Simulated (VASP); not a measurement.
LuSe: single point with PBEsol

Slab: LuSe, a slab with vacuum.

```
Lu Se
1.0
     3.94283    0.00000    0.00000
     1.97141    3.41459    0.00000
     0.00000    0.00000   10.82896
Lu Se
2 2
Cartesian
  0.0000 0.0000 3.0000
  1.9714 1.1382 6.2193
  3.9428 2.2764 4.6097
  1.9714 3.4146 7.8290
```

| Property | Result |
| --- | --- |
| Program | VASP 6.6.1 |
| Task | single point |
| Functional | PBEsol |
| Potentials or basis | VASP PAW PBE potentials, release 64 (Lu, Se) |
| Cutoff | 520 eV |
| k mesh | 5 × 5 × 1 |
| Occupations | fermi-dirac, width 0.1 eV |
| Spin | no spin polarisation |
| Dipole correction | yes |
| Further INCAR settings | ALGO = Normal; EDIFF = 1e-07; NBANDS = 39 |

| Item | Value |
| --- | --- |
| Largest force | 2.269 eV/Å |
| Band gap on the k mesh | 0.02 eV, indirect (least direct gap 0.30 eV) |

Forces on the atoms (eV/Å):
```
Lu   0.000  0.000 -0.471
Lu   0.000  0.000  2.269
Se   0.000  0.000 -0.477
Se   0.000  0.000 -1.321
```

Levels at points of the mesh, in eV from the valence-band top:
```csv
k point,band 27,band 28,band 29,band 30,band 31,band 32,band 33,band 34,band 35,band 36
"(0.00, 0.00, 0.00)",-3.69,-2.23,-0.66,-0.52,-0.52,0.81,1.29,1.29,2.03,2.45
```

Wall time 78 s on 1 thread of Intel(R) Xeon(R) Platinum 8259CL CPU @ 2.50GHz (Skylake/Cascade Lake), with other jobs on the host, peak memory 0.26 GiB.

Caveat: the PAW data sets were made with another functional, which shifts forces and pressure a little; spin-orbit coupling is left out, which moves the levels of the heavy elements.
